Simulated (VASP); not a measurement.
Sn, 1 atom in the cell. It takes space group Immm (No. 71, orthorhombic). The conventional cell has a = 3.453 Å, b = 3.551 Å, c = 4.677 Å, α = 90.00°, β = 90.00°, γ = 90.00°. Sn (site symmetry mmm) has 14 Sn at 3.41 to 4.68 Å within 4.7 Å. 

```yaml
Program: VASP 6.6.1
Task: single point
Functional: PBE
Potentials_or_basis: VASP PAW PBE potentials, release 64 (Sn_d)
Cutoff: 520 eV
k_mesh: 11 × 11 × 11
Occupations: gaussian, width 0.15 eV
Spin: collinear spin
Starting_moments: "[0.5] μB"
Dipole_correction: no
Further_INCAR_settings: ALGO = Normal; EDIFF = 1e-06; NBANDS = 17
```

Potentials or basis: VASP PAW PBE potentials, release 64 (Sn_d).

Run with:

```bash
$ cat potpaw_PBE.64/Sn_d/POTCAR > POTCAR
$ mpirun -np 1 vasp_std > vasp.out
```

Hardware: 1 thread of AMD EPYC 7R13 (shared host).

Question: How long does it take, and how much memory?

Answer: Run time: 6.2 min on 1 thread of AMD EPYC 7R13 (shared host), peak memory 0.25 GiB. Counts: scf iterations 12, k points 216.
